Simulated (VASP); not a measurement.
A run of VASP 6.6.1:

The input POSCAR:

```
C
1.0
    0.0267055883      1.7937253487      1.7937253487
    1.7937253487      0.0267055883      1.7937253487
    1.7937253487      1.7937253487      0.0267055883
C
2
Direct
    0.0000000000      0.0000000000      0.0000000000
    0.2500000000      0.2500000000      0.2500000000
```

INCAR.step1

```
PREC = Accurate ; ENCUT = 520
ISMEAR = -1 ; SIGMA = 0.03
LREAL = F ; LASPH = T
NELM = 80 ; NBANDS = 11
GGA = PE ; ALGO = Normal
EDIFF = 1E-4 ; LWAVE = T
LCHARG = F
```

The input INCAR.step2:

```
PREC = Accurate ; ENCUT = 520
EDIFF = 1E-8 ; ISMEAR = -1
SIGMA = 0.03 ; LREAL = F
LASPH = T ; NELM = 80
ALGO = Normal ; ISIF = 2
LWAVE = F ; LCHARG = F
METAGGA = R2SCAN ; LMIXTAU = T
LEFG = T ; NBANDS = 11
ISTART = 1
```

The input KPOINTS:

```
regular mesh
0
Gamma
  14 14 14
```

Potentials or basis: VASP PAW PBE potentials, release 64 (C).

Run with:

```sh
$ cat potpaw_PBE.64/C/POTCAR > POTCAR
$ cp INCAR.step1 INCAR
$ mpirun -np 1 vasp_std > vasp.out
$ cp INCAR.step2 INCAR
$ mpirun -np 1 vasp_std > vasp.out
```

Hardware: 1 thread of Intel(R) Xeon(R) 6975P-C (Granite Rapids), with other jobs on the host.

Question: Estimate the wall time of this run.

Answer: Wall time 64 s on 1 thread of Intel(R) Xeon(R) 6975P-C (Granite Rapids), with other jobs on the host, peak memory 0.14 GiB. Counts: k points 288.
